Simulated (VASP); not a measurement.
# SnO2 (I4_1/amd) in VASP: further runs

Runs on SnO2. Level: LDA. Tasks: single point.

Program: VASP 6.6.1. These are calculated values, not measurements. Logs are shortened: lines on timing, memory, paths and dates and some standing lists are left out, and cuts for length are marked.

## (1) The cell of the first run

Symmetry: I4_1/amd, No. 141, tetragonal system. Conventional cell: a = 3.848 Å, b = 3.848 Å, c = 10.848 Å, α = 90.00°, β = 90.00°, γ = 90.00°. Sn (site symmetry -4m2) has 6 O at 1.99 to 2.20 Å within 2.6 Å. Within 2.6 Å of O (site symmetry 2mm) lie 3 Sn at 1.99 to 2.20 Å and 2 O at 2.56 Å.

## (2) Single point, LDA

Contents of INCAR:

```
SYSTEM = SnO2
PREC = Accurate ; ENCUT = 520
EDIFF = 1E-7 ; ISMEAR = 0
SIGMA = 0.05 ; LREAL = .False.
LASPH = .True. ; NELM = 60
ALGO = Normal ; ISIF = 2
LWAVE = .False. ; LCHARG = .True.
GGA = CA ; LELF = .True.
LVHAR = .True. ; NBANDS = 35
```

Contents of KPOINTS:

```
regular mesh
0
Gamma
  10 10 10
  0 0 0
```

Contents of POSCAR:

```
SnO2
1.0
   -1.9240059028      1.9240059028      5.4240941853
    1.9240059028     -1.9240059028      5.4240941853
    1.9240059028      1.9240059028     -5.4240941853
Sn O
2 4
Direct
    0.7500000000      0.2500000000      0.5000000000
    0.0000000000      0.0000000000      0.0000000000
    0.7969975836      0.7969975836      0.0000000000
    0.9530024164      0.4530024164      0.5000000000
    0.2030024164      0.2030024164      0.0000000000
    0.5469975836      0.0469975836      0.5000000000
```

Potentials or basis: VASP PAW LDA potentials, release 64 (Sn_d, O).

Command:

```sh
> cat potpaw_LDA.64/Sn_d/POTCAR potpaw_LDA.64/O/POTCAR > POTCAR
> mpirun -np 1 vasp_std > vasp.out
```

OUTCAR:

```text
SYSTEM = SnO2
   PREC = Accurate
   ENCUT = 520
   EDIFF = 1E-7
   ISMEAR = 0
   LREAL = .False.
   LASPH = .True.
   NELM = 60
   ISIF = 2
   GGA = CA

 ion  position               nearest neighbor table
   1  0.750  0.250  0.500-   3 1.99   5 1.99   3 1.99   5 1.99   4 2.20   6 2.20   2 3.33   2 3.33
                             2 3.33   2 3.33
   2  0.000  0.000  0.000-   6 1.99   4 1.99   6 1.99   4 1.99   3 2.20   5 2.20   1 3.33   1 3.33
                             1 3.33   1 3.33
   3  0.797  0.797  0.000-   1 1.99   1 1.99   2 2.20
   4  0.953  0.453  0.500-   2 1.99   2 1.99   1 2.20
   5  0.203  0.203  0.000-   1 1.99   1 1.99   2 2.20
   6  0.547  0.047  0.500-   2 1.99   2 1.99   1 2.20

  LATTYP: Found a body centered tetragonal cell.
 ALAT       =     3.8480118056
 C/A-ratio  =     2.8191671228

  Lattice vectors:

 A1 = (  -1.9240059028,   1.9240059028,   5.4240941853)
 A2 = (   1.9240059028,  -1.9240059028,   5.4240941853)
 A3 = (   1.9240059028,   1.9240059028,  -5.4240941853)

Analysis of symmetry for initial positions (statically):
=====================================================================
 Subroutine PRICEL returns:
 Original cell was already a primitive cell.

 Routine SETGRP: Setting up the symmetry group for a
 body centered tetragonal supercell.

 Subroutine GETGRP returns: Found 16 space group operations
 (whereof  8 operations were pure point group operations)
 out of a pool of 16 trial point group operations.

The static configuration has the point symmetry D_2d.
 The point group associated with its full space group is D_4h.

Analysis of symmetry for dynamics (positions and initial velocities):
=====================================================================
 Subroutine PRICEL returns:
 Original cell was already a primitive cell.

 Routine SETGRP: Setting up the symmetry group for a
 body centered tetragonal supercell.

 Subroutine GETGRP returns: Found 16 space group operations
 (whereof  8 operations were pure point group operations)
 out of a pool of 16 trial point group operations.

The dynamic configuration has the point symmetry D_2d.
 The point group associated with its full space group is D_4h.

 Subroutine INISYM returns: Found 16 space group operations
 (whereof  8 operations are pure point group operations),
 and found     1 'primitive' translations

----------------------------------------------------------------------------------------

                                     Primitive cell

  volume of cell :      80.3156

  direct lattice vectors                    reciprocal lattice vectors
    -1.924005903  1.924005903  5.424094185     0.000000000  0.259874463  0.092181290
     1.924005903 -1.924005903  5.424094185     0.259874463  0.000000000  0.092181290
     1.924005903  1.924005903 -5.424094185     0.259874463  0.259874463  0.000000000

  length of vectors
     6.068310734  6.068310734  6.068310734     0.275739237  0.275739237  0.367517990

  position of ions in fractional coordinates (direct lattice)
     0.750000000  0.250000000  0.500000000
     0.000000000  0.000000000  0.000000000
     0.796997584  0.796997584  0.000000000
     0.953002416  0.453002416  0.500000000
     0.203002416  0.203002416  0.000000000
     0.546997584  0.046997584  0.500000000

  ion indices of the primitive-cell ions
   primitive index   ion index
                 1           1
                 2           2
                 3           3
                 4           4
                 5           5
                 6           6

----------------------------------------------------------------------------------------

 KPOINTS: regular mesh

Automatic generation of k-mesh.
 Grid dimensions read from file:
 generate k-points for:   10   10   10

 Generating k-lattice:

  Cartesian coordinates                     Fractional coordinates (reciprocal lattice)
     0.000000000  0.025987446  0.009218129     0.100000000  0.000000000  0.000000000
     0.025987446  0.000000000  0.009218129     0.000000000  0.100000000  0.000000000
     0.025987446  0.025987446  0.000000000     0.000000000  0.000000000  0.100000000

  Length of vectors
     0.027573924  0.027573924  0.036751799

  Shift w.r.t. Gamma in fractional coordinates (k-lattice)
     0.000000000  0.000000000  0.000000000

 Subroutine IBZKPT returns following result:
 ===========================================

 Found    102 irreducible k-points:

 Following reciprocal coordinates:
            Coordinates               Weight
  0.000000  0.000000  0.000000      1.000000
  0.100000  0.000000 -0.000000      8.000000
  0.200000  0.000000 -0.000000      8.000000
  0.300000 -0.000000  0.000000      8.000000
  0.400000  0.000000  0.000000      8.000000
  0.500000  0.000000  0.000000      4.000000
[... 16 lines left out ...]
  0.300000  0.300000  0.000000      8.000000
  0.400000  0.300000  0.000000     16.000000
 [... further k-points ...]
   k-points           NKPTS =    102   k-points in BZ     NKDIM =    102   number of bands    NBANDS=     35
   number of dos      NEDOS =    301   number of ions     NIONS =      6
   total plane-waves  NPLWV = 110592
   dimension x,y,z NGX =    48 NGY =   48 NGZ =   48
   dimension x,y,z NGXF=    96 NGYF=   96 NGZF=   96
   ions per type =               2   4
   NGX,Y,Z   is equivalent  to a cutoff of  13.15, 13.15, 13.15 a.u.
   NGXF,Y,Z  is equivalent  to a cutoff of  26.30, 26.30, 26.30 a.u.
 SYSTEM =  SnO2
   PREC   = accura    normal or accurate (medium, high low for compatibility)
   ISTART =      0    job   : 0-new  1-cont  2-samecut
   ICHARG =      2    charge: 1-file 2-atom 10-const
   ISPIN  =      1    spin polarized calculation?
   LNONCOLLINEAR =      F non collinear calculations
   LSORBIT =      F    spin-orbit coupling
   LASPH  =      T    aspherical Exc in radial PAW
   ENCUT  =  520.0 eV  38.22 Ry    6.18 a.u.  11.28 11.28 11.28*2*pi/ulx,y,z
   NELM   =     60;   NELMIN=  2; NELMDL= -5     # of ELM steps
   EDIFF  = 0.1E-06   stopping-criterion for ELM
   LREAL  =      F    real-space projection
   EDIFFG = 0.1E-05   stopping-criterion for IOM
   NSW    =      0    number of steps for IOM
   IBRION =     -1    ionic relax: 0-MD 1-quasi-New 2-CG
   NFREE  =      0    steps in history (QN), initial steepest desc. (CG)
   ISIF   =      2    stress and relaxation
   ISYM   =      2    0-nonsym 1-usesym 2-fastsym
   POTIM  = 0.5000    time-step for ionic-motion
   TEBEG  =    0.0;   TEEND  =   0.0 temperature during run
   PSTRESS=    0.0 pullay stress
   NELECT =      52.0000    total number of electrons
   NUPDOWN=      -1.0000    fix difference up-down
   EMIN   =  10.00;   EMAX   =-10.00  energy-range for DOS
   EFERMI =   0.00;   METHOD = LEGACY
   ISMEAR =     0;   SIGMA  =   0.05  broadening in eV -4-tet -1-fermi 0-gaus
   EFERMI_NEDOS =   21; number of points for ismear=-14 and -15
   IALGO  =     38    algorithm
   IMIX   =      4    mixing-type and parameters
     AMIX     =   0.40;   BMIX     =  1.00
     AMIX_MAG =   1.60;   BMIX_MAG =  1.00
  volume/ion in A,a.u.               =      13.39        90.33
  Fermi-wavevector in a.u.,A,eV,Ry     =   1.416259  2.676341 27.290414  2.005789
  Thomas-Fermi vector in A             =   2.537612
   LORBIT       =      0    0 simple, 1 ext, 2 COOP (PROOUT), +10 PAW based schemes
   GGA     = CA    functional components
   LHFCALC =     F    Hartree Fock is set to
   AEXX    =    0.0000 exact exchange contribution
   IVDW    =     0    specifies the selected vdW correction
   LEPSILON=     F    determine dielectric tensor
   LRPA    =     F    only Hartree local field effects (RPA)
 non-spin polarized calculation
 Gauss-broadening in eV      SIGMA  =   0.05
  energy-cutoff  :      520.00
  volume of cell :       80.32
 maximum number of plane-waves:      2190
 NGX is ok and might be reduce to    48

 number of electron      51.9999995 magnetization

 Free energy of the ion-electron system (eV)
  ---------------------------------------------------
  ext. energy  EPLUGINS =         0.00000000
  ---------------------------------------------------
  free energy    TOTEN  =       -41.44518326 eV

  energy without entropy =      -41.44518326  energy(sigma->0) =      -41.44518326

 E-fermi :   4.3231     XC(G=0): -10.9847

 val. band max:        4.0374259333   @ k =  -0.4000   0.4000   0.0000
 cond. band min:       5.5589924015   @ k =   0.0000   0.0000   0.0000
 fundamental gap:      1.5215664683
 Fermi energy:         4.3230623933

 k-point     1 :       0.0000    0.0000    0.0000
  band No.  band energies     occupation
      1     -16.4713      2.00000
      2     -16.3437      2.00000
      3     -16.2000      2.00000
      4     -15.5664      2.00000
      5     -15.4822      2.00000
      6     -15.4822      2.00000
[... 27 lines left out ...]
     34      16.2305      0.00000
     35      16.8440      0.00000

 k-point     2 :       0.1000    0.0000   -0.0000
  band No.  band energies     occupation
      1     -16.4493      2.00000
      2     -16.3251      2.00000
      3     -16.1775      2.00000
      4     -15.5597      2.00000
      5     -15.4841      2.00000
      6     -15.4809      2.00000
[... 27 lines left out ...]
     34      16.0149      0.00000
     35      16.6285      0.00000

 k-point     3 :       0.2000    0.0000   -0.0000
  band No.  band energies     occupation
      1     -16.3960      2.00000
      2     -16.2938      2.00000
      3     -16.0937      2.00000
      4     -15.5451      2.00000
      5     -15.4887      2.00000
      6     -15.4830      2.00000
[... 27 lines left out ...]
     34      15.7531      0.00000
     35      16.1297      0.00000

 k-point     4 :       0.3000   -0.0000    0.0000
  band No.  band energies     occupation
      1     -16.3490      2.00000
      2     -16.2566      2.00000
      3     -15.9605      2.00000
      4     -15.5627      2.00000
      5     -15.4976      2.00000
      6     -15.4941      2.00000
[... 27 lines left out ...]
     34      15.5208      0.00000
     35      15.6605      0.00000

 k-point     5 :       0.4000    0.0000    0.0000
  band No.  band energies     occupation
      1     -16.3326      2.00000
      2     -16.2101      2.00000
      3     -15.8325      2.00000
      4     -15.6323      2.00000
      5     -15.4981      2.00000
      6     -15.4733      2.00000
[... 638 lines left out ...]
 k-point    22 :      -0.2000    0.2000    0.0000
  band No.  band energies     occupation
      1     -16.2677      2.00000
      2     -16.1487      2.00000
      3     -16.1151      2.00000
      4     -15.5660      2.00000
      5     -15.4983      2.00000
      6     -15.4530      2.00000
[... 27 lines left out ...]
     34      15.5401      0.00000
     35      16.1391      0.00000

 k-point    23 :       0.3000    0.3000    0.0000
  band No.  band energies     occupation
      1     -16.1514      2.00000
      2     -16.0638      2.00000
      3     -15.8292      2.00000
      4     -15.5884      2.00000
      5     -15.5331      2.00000
      6     -15.4334      2.00000
[... 27 lines left out ...]
     34      15.0240      0.00000
     35      16.4086      0.00000

 k-point    24 :       0.4000    0.3000    0.0000
  band No.  band energies     occupation
      1     -16.0839      2.00000
      2     -15.9774      2.00000
      3     -15.7706      2.00000
      4     -15.5950      2.00000
      5     -15.5607      2.00000
      6     -15.4388      2.00000
[... 27 lines left out ...]
     34      14.8603      0.00000
     35      16.6942      0.00000

 [... further k-points ...]
[... 5 lines left out ...]
  --------------------------------------------------------------------------------------
  -------------------------------------------------------------------------------------
  Total        3.5029607      3.5029607     -5.1265826      0.0000000      0.0000000      0.0000000
  in kB       69.8788638     69.8788638   -102.2677082      0.0000000      0.0000000      0.0000000
  external PRESSURE =      12.4966731 kB  Pullay stress =       0.0000000 kB

 VOLUME and BASIS-vectors are now :
 -----------------------------------------------------------------------------
  energy-cutoff  :      520.00
  volume of cell :       80.32
      direct lattice vectors                 reciprocal lattice vectors
    -1.924005903  1.924005903  5.424094185     0.000000000  0.259874463  0.092181290
     1.924005903 -1.924005903  5.424094185     0.259874463  0.000000000  0.092181290
     1.924005903  1.924005903 -5.424094185     0.259874463  0.259874463  0.000000000

 POSITION                                       TOTAL-FORCE (eV/Angst)
 -----------------------------------------------------------------------------------
      0.00000      1.92401      2.71205         0.000000      0.000000      0.000000
      0.00000      0.00000      0.00000         0.000000      0.000000      0.000000
      0.00000      0.00000      8.64598         0.000000     -0.000000      0.897032
     -0.00000      1.92401      4.91426        -0.000000      0.000000     -0.897032
      0.00000      0.00000      2.20221         0.000000     -0.000000     -0.897032
      0.00000      1.92401      0.50984        -0.000000      0.000000      0.897032
 -----------------------------------------------------------------------------------
    total drift:                                0.000000     -0.000000      0.000000

  FREE ENERGIE OF THE ION-ELECTRON SYSTEM (eV)
  ---------------------------------------------------
  free  energy   TOTEN  =       -41.4451832649 eV

  energy  without entropy=      -41.4451832649  energy(sigma->0) =      -41.44518326
```

Wall time 8.8 min (1 thread of Intel Xeon Platinum 8259CL at 2.50GHz (Skylake/Cascade Lake), shared host); peak memory 0.4 GiB.

Results:

| Item | Value |
| --- | --- |
| Free energy | -41.4452 eV |
| Pressure | 1.2 GPa |
| Largest force | 0.897 eV/Å |
| Band gap on the k mesh | 1.52 eV, indirect (least direct gap 1.91 eV) |

Forces in eV/Å, atoms in the order of the input:
```
Sn   0.000  0.000  0.000
Sn   0.000  0.000  0.000
O    0.000  0.000  0.897
O    0.000  0.000 -0.897
O    0.000  0.000 -0.897
O    0.000  0.000  0.897
```

Stress tensor (GPa, compression positive):
```
  6.99   0.00   0.00
  0.00   6.99   0.00
  0.00   0.00 -10.23
```

Caveat: spin-orbit coupling is left out, which moves the levels of the heavy elements.

## (3) Single point, LDA

This run uses another cell than the first one, of the same volume but with other edges.

Contents of INCAR:

```
ALGO = Normal ; EDIFF = 1E-6
ENCUT = 520 ; ISIF = 2
ISMEAR = 0 ; LASPH = T
LCHARG = F ; LREAL = F
LWAVE = F ; NBANDS = 35
NELM = 80 ; PREC = Accurate
SIGMA = 0.05
```

Contents of KPOINTS:

```
k-points
0
Gamma
  10 10 10
```

POSCAR: that of step 2 with these lines changed.

```diff
@@ -2,5 +2,5 @@
 1.0
-   -1.9240059028      1.9240059028      5.4240941853
-    1.9240059028     -1.9240059028      5.4240941853
-    1.9240059028      1.9240059028     -5.4240941853
+   -2.0133234447      2.0133234447      4.9535085930
+    2.0133234447     -2.0133234447      4.9535085930
+    2.0133234447      2.0133234447     -4.9535085930
 Sn O
```

Potentials or basis: VASP PAW LDA potentials, release 64 (Sn_d, O).

Command:

```sh
> cat potpaw_LDA.64/Sn_d/POTCAR potpaw_LDA.64/O/POTCAR > POTCAR
> mpirun -np 1 vasp_std > vasp.out
```

Run time: 6.4 min. Hardware: 1 thread of Intel Xeon Platinum 8259CL at 2.50GHz (Skylake/Cascade Lake), shared host; peak memory 0.37 GiB.

The run converged. Its results:

| Property | Result |
| --- | --- |
| Free energy | -41.6622 eV |
| Pressure | 2.5 GPa |
| Largest force | 0.612 eV/Å |
| Band gap on the k mesh | 1.92 eV, indirect (least direct gap 2.34 eV) |

Forces on the atoms (eV/Å):
```
Sn   0.000  0.000  0.000
Sn   0.000  0.000  0.000
O    0.000  0.000 -0.612
O    0.000  0.000  0.612
O    0.000  0.000  0.612
O    0.000  0.000 -0.612
```

Stress tensor (GPa, compression positive):
```
-1.05  0.00  0.00
 0.00 -1.05  0.00
 0.00  0.00  9.59
```

Levels at points of the mesh, in eV from the valence-band top:
| k point | band 22 | band 23 | band 24 | band 25 | band 26 | band 27 | band 28 | band 29 | band 30 | band 31 |
| --- | --- | --- | --- | --- | --- | --- | --- | --- | --- | --- |
| (0.00, 0.00, 0.00) | -1.22 | -0.67 | -0.67 | -0.42 | -0.42 | 1.92 | 5.89 | 9.25 | 9.94 | 10.52 |
| (0.50, 0.00, 0.00) | -1.03 | -0.81 | -0.79 | -0.59 | -0.37 | 5.12 | 6.44 | 7.95 | 8.53 | 10.08 |
| (0.50, 0.50, 0.00) | -1.00 | -0.70 | -0.70 | -0.08 | -0.08 | 7.39 | 7.39 | 7.62 | 7.62 | 8.63 |
| (0.50, 0.50, 0.50) | -2.63 | -1.06 | -1.06 | -0.31 | -0.31 | 4.60 | 4.60 | 7.61 | 7.61 | 11.91 |

Caveat: spin-orbit coupling is left out, which moves the levels of the heavy elements.

(Continued in part 2 of 2.)
